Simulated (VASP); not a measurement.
Input of a VASP 6.6.1 run:

Contents of INCAR:

```
PREC = Accurate
ENCUT = 600
EDIFF = 1E-7
ISMEAR = 0
SIGMA = 0.1
LREAL = False
LASPH = True
NELM = 150
ALGO = Fast
ISIF = 3
LWAVE = False
LCHARG = False
ISPIN = 2
MAGMOM = 4 4 4
LORBIT = 11
LMAXMIX = 4
GGA = PE
IBRION = 2
NSW = 90
EDIFFG = -0.04
```

KPOINTS

```
Automatic mesh
0
Gamma
  6 6 6
```

Contents of POSCAR:

```
Fe
1.0
    3.3231590677      0.0000000000      0.0000000000
    0.0000000000      3.3231590677      0.0000000000
    0.0000000000      0.0000000000      3.3231590677
Fe
3
Direct
    0.0000000000      0.0000000000      0.5000000000
    0.0000000000      0.5000000000      0.0000000000
    0.5000000000      0.0000000000      0.0000000000
```

Potentials or basis: VASP PAW PBE potentials, release 64 (Fe).

Run with:

```console
$ cat potpaw_PBE.64/Fe/POTCAR > POTCAR
$ mpirun -np 1 vasp_std > vasp.out
```

Problem. Estimate the net moment.

Solution. 5.76 μB per cell.

Problem. What does it give for the relaxed volume?

Solution. 13.12 Å³/atom.

Problem. What does it give for the relaxed cell?

Solution. a = 3.402 Å, b = 3.402 Å, c = 3.402 Å, α = 90.00°, β = 90.00°, γ = 90.00°.

Problem. Predict the space group after relaxing (to 0.1 Å).

Solution. Pm-3m (No. 221).

Final structure:
```
Fe
1.0
     3.40195    0.00000    0.00000
     0.00000    3.40195    0.00000
     0.00000    0.00000    3.40195
Fe
3
Cartesian
  0.0000 0.0000 1.7010
  0.0000 1.7010 0.0000
  1.7010 0.0000 0.0000
```
